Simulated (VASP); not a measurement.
# Be (P6_3/mmc) in VASP: further runs, part 2 of 2

VASP 6.6.1. The steps go on from the part before.

### 3 Relaxation of volume and atoms at fixed shape, PBEsol

This run uses another cell than the first one, of 8.11 Å³/atom, 1.034 times its volume.

INCAR reads:

```
  PREC = Accurate
  ENCUT = 600
  EDIFF = 1E-6
  ISMEAR = 1
  SIGMA = 0.02
  LREAL = False
  LASPH = True
  NELM = 80
  ALGO = Normal
  ISIF = 8
  LWAVE = False
  LCHARG = False
  GGA = PS
  IBRION = 2
  NSW = 80
  EDIFFG = -0.02
```

KPOINTS reads:

```
Automatic mesh
0
Gamma
  22 22 12
```

POSCAR reads:

```
Be
1.0
    2.2853000000      0.0000000000      0.0000000000
   -1.1426500000      1.9791278600      0.0000000000
    0.0000000000      0.0000000000      3.5842000000
Be
2
Direct
    0.3333333325      0.6666666650      0.2500000000
    0.6666666675      0.3333333350      0.7500000000
```

Potentials or basis: VASP PAW PBE potentials, release 64 (Be).

On the command line:

```bash
$ cat potpaw_PBE.64/Be/POTCAR > POTCAR
$ mpirun -np 1 vasp_std > vasp.out
```

OUTCAR:

```text
PREC = Accurate
   ENCUT = 600
   EDIFF = 1E-6
   ISMEAR = 1
   LREAL = False
   LASPH = True
   NELM = 80
   ISIF = 8
   GGA = PS
   IBRION = 2
   NSW = 80
   EDIFFG = -0.02

 ion  position               nearest neighbor table
   1  0.333  0.667  0.250-   2 2.23   2 2.23   2 2.23   2 2.23   2 2.23   2 2.23
   2  0.667  0.333  0.750-   1 2.23   1 2.23   1 2.23   1 2.23   1 2.23   1 2.23

  LATTYP: Found a hexagonal cell.
 ALAT       =     2.2853000000
 C/A-ratio  =     1.5683717674

  Lattice vectors:

 A1 = (   2.2853000000,   0.0000000000,   0.0000000000)
 A2 = (  -1.1426500000,   1.9791278600,   0.0000000000)
 A3 = (   0.0000000000,   0.0000000000,   3.5842000000)

Analysis of symmetry for initial positions (statically):
=====================================================================
 Subroutine PRICEL returns:
 Original cell was already a primitive cell.

 Routine SETGRP: Setting up the symmetry group for a
 hexagonal supercell.

 Subroutine GETGRP returns: Found 24 space group operations
 (whereof 12 operations were pure point group operations)
 out of a pool of 24 trial point group operations.

The static configuration has the point symmetry D_3d.
 The point group associated with its full space group is D_6h.

Analysis of symmetry for dynamics (positions and initial velocities):
=====================================================================
 Subroutine PRICEL returns:
 Original cell was already a primitive cell.

 Routine SETGRP: Setting up the symmetry group for a
 hexagonal supercell.

 Subroutine GETGRP returns: Found 24 space group operations
 (whereof 12 operations were pure point group operations)
 out of a pool of 24 trial point group operations.

The dynamic configuration has the point symmetry D_3d.
 The point group associated with its full space group is D_6h.

 Subroutine INISYM returns: Found 24 space group operations
[... 122 lines left out ...]
   GGA     = PS    functional components
   LHFCALC =     F    Hartree Fock is set to
   AEXX    =    0.0000 exact exchange contribution
   IVDW    =     0    specifies the selected vdW correction
   LEPSILON=     F    determine dielectric tensor
   LRPA    =     F    only Hartree local field effects (RPA)
 conjugate gradient relaxation of ions
 non-spin polarized calculation
 Methfessel and Paxton  Order N= 1 SIGMA  =   0.02
  energy-cutoff  :      600.00
  volume of cell :       16.21
 maximum number of plane-waves:       556
   NGX =  9   NGY =  9   NGZ = 15

--------------------------------------- Ionic step        1  -------------------------------------------

 number of electron       4.0000000 magnetization

 Free energy of the ion-electron system (eV)
  ---------------------------------------------------
  ext. energy  EPLUGINS =         0.00000000
  ---------------------------------------------------
  free energy    TOTEN  =        -7.99098849 eV

  energy without entropy =       -7.99097259  energy(sigma->0) =       -7.99098319

------------------------ aborting loop because EDIFF is reached ----------------------------------------

  FORCE on cell =-STRESS in cart. coord.  units (eV):
  Direction    XX          YY          ZZ          XY          YZ          ZX
  --------------------------------------------------------------------------------------
  -------------------------------------------------------------------------------------
  Total       -0.4367263     -0.4367263     -0.2205562      0.0000000      0.0000000      0.0000000
  in kB      -43.1629050    -43.1629052    -21.7981960      0.0000000      0.0000000      0.0000000
  external PRESSURE =     -36.0413354 kB  Pullay stress =       0.0000000 kB
[... 59 lines left out ...]
--------------------------------------- Ionic step        3  -------------------------------------------

 number of electron       4.0000000 magnetization

 Free energy of the ion-electron system (eV)
  ---------------------------------------------------
  ext. energy  EPLUGINS =         0.00000000
  ---------------------------------------------------
  free energy    TOTEN  =        -7.99661644 eV

  energy without entropy =       -7.99660395  energy(sigma->0) =       -7.99661228

 E-fermi :   7.2034     XC(G=0): -10.6262

 val. band max:        7.2010165687   @ k =   0.2727   0.2727   0.0833
 cond. band min:       7.2700191627   @ k =   0.3636   0.2727   0.3333
 fundamental gap:      0.0690025940
 Fermi energy:         7.2033594116

 k-point     1 :       0.0000    0.0000    0.0000
  band No.  band energies     occupation
      1      -4.3131      2.00000
      2       2.6189      2.00000
      3       8.2742      0.00000
      4      23.0439      0.00000
      5      23.0439      0.00000
      6      25.9222      0.00000
[... 199 lines left out ...]
 k-point    24 :       0.1364    0.0909    0.0000
  band No.  band energies     occupation
      1      -3.1863      2.00000
      2       4.0962      2.00000
      3       8.5148      0.00000
      4      17.4105      0.00000
      5      18.6923      0.00000
      6      25.3568      0.00000

 [... further k-points ...]
[... 5 lines left out ...]
  --------------------------------------------------------------------------------------
  -------------------------------------------------------------------------------------
  Total       -0.0913967     -0.0913967      0.1796709      0.0000000      0.0000000      0.0000000
  in kB       -9.3125614     -9.3125614     18.3069644      0.0000000      0.0000000      0.0000000
  external PRESSURE =      -0.1060528 kB  Pullay stress =       0.0000000 kB
[... 17 lines left out ...]
  FREE ENERGIE OF THE ION-ELECTRON SYSTEM (eV)
  ---------------------------------------------------
  free  energy   TOTEN  =        -7.9966164428 eV

  energy  without entropy=       -7.9966039492  energy(sigma->0) =       -7.99661228

 reached required accuracy - stopping structural energy minimisation
```

Wall time 30 s (1 thread of Intel Xeon Platinum 8375C at 2.90GHz (Ice Lake), shared host); peak memory 0.16 GiB.

Results:

| Quantity | Value |
| --- | --- |
| Free energy | -7.9966 eV |
| Relaxed volume | 7.86 Å³/atom |
| Relaxed cell | a = 2.262 Å, b = 2.262 Å, c = 3.548 Å, α = 90.00°, β = 90.00°, γ = 120.00° |
| Space group after relaxing (to 0.05 Å) | P6_3/mmc (No. 194) |
| Energy gained by relaxing | 2.8 meV/atom |
| Ionic steps | 3 |
| Pressure after relaxing | 0.0 GPa |
| Band gap on the k mesh | zero (band 2 reaches 8.20 eV, above the bottom of band 3 at 6.22 eV) |

Step by step:
```
step  energy change (eV)  largest force (eV/Å)  pressure (GPa)  volume (Å³)
   1              0.0000                0.0000           -3.60        16.21
   2             -0.0055                0.0000           -0.50        15.79
   3             -0.0056                0.0000           -0.01        15.72
```

Final structure:
```
Be
1.0
     2.26220    0.00000    0.00000
    -1.13110    1.95912    0.00000
     0.00000    0.00000    3.54797
Be
2
Direct
  0.33333 0.66667 0.25000
  0.66667 0.33333 0.75000
```

Levels at points of the mesh, in eV from the Fermi level:
| k point | band 1 | band 2 | band 3 | band 4 | band 5 | band 6 |
| --- | --- | --- | --- | --- | --- | --- |
| (0.00, 0.00, 0.00) | -11.52 | -4.58 | 1.07 | 15.84 | 15.84 | 18.72 |
| (0.50, 0.00, 0.00) | -5.20 | -3.29 | 3.50 | 6.38 | 6.69 | 9.23 |
| (0.00, 0.00, 0.50) | -9.34 | -9.34 | 10.73 | 10.73 | 17.52 | 17.52 |
| (0.50, 0.00, 0.50) | -3.81 | -3.81 | 1.44 | 1.44 | 11.87 | 11.87 |

Caveat: the PAW data sets were made with another functional, which shifts forces and pressure a little.
